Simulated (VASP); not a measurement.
Wanted: the native input for a VASP 6.6.1 run.

```
Task                   : relaxation of cell and atoms
Functional             : LDA
Potentials or basis    : VASP PAW LDA potentials, release 64 (Cd, S)
Cutoff                 : 600 eV
k mesh                 : 8 × 8 × 8
Occupations            : fermi-dirac, width 0.05 eV
Spin                   : no spin polarisation
Dipole correction      : no
Further INCAR settings : ALGO = Normal; EDIFF = 1e-06; IBRION = 2; EDIFFG = -0.01; NSW = 60; ISIF = 3
```

The structure of CdS lies in POSCAR:

```
CdS
1.0
    0.0000000000      2.7532440000      2.7532440000
    2.7532440000      0.0000000000      2.7532440000
    2.7532440000      2.7532440000      0.0000000000
Cd S
1 1
Direct
    0.0000000000      0.0000000000      0.0000000000
    0.5000000000      0.5000000000      0.5000000000
```

The input as run:

INCAR

```
PREC = Accurate ; ENCUT = 600
EDIFF = 1E-6 ; ISMEAR = -1
SIGMA = 0.05 ; LREAL = False
LASPH = True ; NELM = 60
ALGO = Normal ; ISIF = 3
LWAVE = False ; LCHARG = False
IBRION = 2 ; NSW = 60
EDIFFG = -0.01
```

KPOINTS

```
Automatic mesh
0
Gamma
  8 8 8
```

Potentials or basis: VASP PAW LDA potentials, release 64 (Cd, S).

The run is started by

```bash
$ cat potpaw_LDA.64/Cd/POTCAR potpaw_LDA.64/S/POTCAR > POTCAR
$ mpirun -np 1 vasp_std > vasp.out
```

Results of the run:

```yaml
Relaxed_volume: 19.18 Å³/atom
Relaxed_cell: a = 3.785 Å, b = 3.785 Å, c = 3.785 Å, α = 60.00°, β = 60.00°, γ = 60.00°
Space_group_after_relaxing_to_0.05_Å: Fm-3m (No. 225)
Energy_gained_by_relaxing: 36.8 meV/atom
Ionic_steps: 3
Pressure_after_relaxing: 0.0 GPa
Band_gap_on_the_k_mesh: zero (band 9 reaches 3.44 eV, above the bottom of band 10 at 3.43 eV)
```

Wall time 52 s on 1 thread of Intel(R) Xeon(R) Platinum 8375C CPU @ 2.90GHz (Ice Lake), with other jobs on the host, peak memory 0.18 GiB.
